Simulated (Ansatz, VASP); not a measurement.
# InP: VASP beside Ansatz

Contents of INCAR:

```
  PREC = Accurate
  ENCUT = 500
  EDIFF = 1E-6
  ISMEAR = 0
  SIGMA = 0.02
  LREAL = F
  LASPH = T
  NELM = 120
  ALGO = Normal
  ISIF = 2
  LWAVE = F
  LCHARG = F
  GGA = PE
  NBANDS = 16
  GGA_COMPAT = F
```

Contents of KPOINTS:

```
Automatic mesh
0
Gamma
  8 8 8
```

POSCAR

```
InP
1.0
    0.0000000000      2.9305000000      2.9305000000
    2.9305000000      0.0000000000      2.9305000000
    2.9305000000      2.9305000000      0.0000000000
In P
1 1
Direct
    0.0000000000      0.0000000000      0.0000000000
    0.2500000000      0.2500000000      0.2500000000
```

Input for Ansatz:

```yaml
crystal:
  lattice:
    - [0.0, 2.9305, 2.9305]
    - [2.9305, 0.0, 2.9305]
    - [2.9305, 2.9305, 0.0]
  atoms:
    - { symbol: In, position: [0.0, 0.0, 0.0] }
    - { symbol: P, position: [0.25, 0.25, 0.25] }
basis:
  ecutwfc: 420
kpoints:
  mp_grid: { grid: [8, 8, 8] }
hamiltonian:
  xc: pbe
  pseudopotentials: { kind: paw }
scf:
  occupations: { method: gaussian, width: 0.02 }
  n_extra_bands: 12
output:
  forces: false
  stress: false
  eigenvalues: true
  optics: { e_range: [0, 14], sigma: 0.1, nscf_kmesh: { grid: [12, 12, 12] } }
checkpoint:
  read: start.run
  write: ck
  compress: false
  write_wavefunctions: false
  write_every: 100000
```

Alike in both runs: task single point; functional PBE; k mesh 8 × 8 × 8; occupations gaussian, width 0.02 eV; no spin polarisation.

```csv
,VASP,Ansatz
version,VASP 6.6.1,Ansatz 0.2.0
potentials or method,"VASP PAW PBE potentials, release 64 (In_d, P), cutoff 500 eV","scalar-relativistic, plane waves, PAW"
valence electrons in the cell,18,18
```

```csv
,VASP,Ansatz,Ansatz less VASP
gap on the k mesh at the Fermi level (eV),0.71,0.72,+0.003
least direct gap on the mesh (eV),0.71,0.72,+0.003
```

The functional is the same, so the differences come from potentials, cutoffs and numerics.
